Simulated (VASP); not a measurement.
A run of VASP 6.6.1 is set up as follows.

File INCAR:

```
SYSTEM = Ir3Ru2
PREC = Accurate
ENCUT = 520
EDIFF = 1E-6
ISMEAR = 0
SIGMA = 0.1
LREAL = .False.
LASPH = .True.
NELM = 150
ALGO = Fast
ISIF = 2
LWAVE = .False.
LCHARG = .True.
ISPIN = 2
MAGMOM = 1 1 1 1 1 1 1 1 1 1
LORBIT = 11
LMAXMIX = 4
GGA = PE
LELF = .True.
LVHAR = .True.
NBANDS = 70
```

File KPOINTS:

```
Automatic mesh
0
Gamma
  6 6 1
  0 0 0
```

Contents of POSCAR:

```
Ir3Ru2
1.0
    2.7604793030      0.0000000000      0.0000000000
   -1.3802396515      2.3906452030      0.0000000000
    0.0000000000      0.0000000000     21.6284801070
Ru Ir
4 6
Direct
    0.3333333333      0.6666666667      0.1512497693
    0.3333333333      0.6666666667      0.7527405390
    0.6666666667      0.3333333333      0.2472594610
    0.6666666667      0.3333333333      0.8487502307
    0.3333333333      0.6666666667      0.9482726285
    0.3333333333      0.6666666667      0.3464044877
    0.3333333333      0.6666666667      0.5509916627
    0.6666666667      0.3333333333      0.0517273715
    0.6666666667      0.3333333333      0.4490083373
    0.6666666667      0.3333333333      0.6535955123
```

Potentials or basis: VASP PAW PBE potentials, release 64 (Ru_pv, Ir).

The run is started by

```sh
$ cat potpaw_PBE.64/Ru_pv/POTCAR potpaw_PBE.64/Ir/POTCAR > POTCAR
$ mpirun -np 1 vasp_std > vasp.out
```

(1) Predict the band gap on the k mesh.

(2) Estimate the largest force.

(3) What does it give for the pressure?

Answers

(1) zero (filled and empty bands overlap).

(2) 0.036 eV/Å.

(3) 0.3 GPa.

Caveat: the k points lie up to 0.44 Å⁻¹ apart, too coarse for converged energies and pressures of a metal; spin-orbit coupling is left out, which moves the levels of the heavy elements.
